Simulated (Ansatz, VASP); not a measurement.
## MnHg: VASP beside Ansatz

```
Hg Mn
1.0
     3.28800    0.00000    0.00000
     0.00000    3.28800    0.00000
     0.00000    0.00000    3.31300
Hg Mn
1 1
Direct
  0.00000 0.00000 0.00000
  0.50000 0.50000 0.50000
```

Alike in both runs: task single point; functional PBE; k mesh 8 × 8 × 8; occupations fermi-dirac, width 0.05 eV; collinear spin.

```csv
,VASP,Ansatz
version,VASP 6.6.1,Ansatz 0.2.0
potentials or method,"VASP PAW PBE potentials, release 64 (Hg, Mn_pv)",Ansatz PAW
plane-wave cutoff (eV),520,420
valence electrons in the cell,25,35
```

Ansatz gave:

| Property | Result |
| --- | --- |
| gap on the k mesh at the Fermi level (eV) | none |
| pressure (GPa) | 2.0 |
| net moment per atom (μB) | 1.94 |
| size of the moment on the site where the two differ most (μB) | 3.85 |

Estimate VASP's values.

gap on the k mesh at the Fermi level (eV): none; pressure (GPa): 2.5; net moment per atom (μB): 1.94; size of the moment on the site where the two differ most (μB): 3.80.

Site moments also hang on the region over which each program counts them. A gap of «none» marks a metal or a gap that the smearing closes. The functional is the same, so the differences come from potentials, cutoffs and numerics. VASP's potentials hold 25 valence electrons a cell and Ansatz's 35, so a difference there can come from the potentials and not from the codes.

Neither program's run includes spin-orbit coupling.
